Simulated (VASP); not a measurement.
The system is Co.

```
CELL_PARAMETERS angstrom
2.42013 0.00000 0.00000
-1.21006 2.09589 0.00000
0.00000 0.00000 7.92312
ATOMIC_POSITIONS crystal
Co 0.66667 0.33333 0.75000
Co 0.00000 0.00000 0.50000
Co 0.33333 0.66667 0.25000
Co 0.00000 0.00000 0.00000
```

Base run:

- Program: VASP 6.6.1
- Functional: BLYP
- Dispersion: D3(BJ)
- Potentials or basis: VASP PAW PBE potentials, release 64 (Co)
- Cutoff: 520 eV
- k mesh: 12 × 12 × 4
- Occupations: fermi-dirac, width 0.05 eV
- Spin: collinear spin, ferromagnetic start
- Starting moments: [2.0, 2.0, 2.0, 2.0] μB

Its results: pressure 13.0 GPa; net moment 6.07 μB per cell; site moments Co +1.53, +1.51 μB.

Task: The run is repeated on the same cell with these changes: dispersion from D3(BJ) to none. What comes out?

Result: Pressure 30.2 GPa; net moment 6.07 μB per cell; site moments Co +1.53, +1.51 μB.

Dispersion adds attraction, which lowers the pressure at fixed volume and, as a term added to the energy, leaves the levels alone.

Caveats: the PAW data sets were made with another functional, which shifts forces and pressure a little; pairwise dispersion overbinds metals, which lowers pressure and volume (some runs).
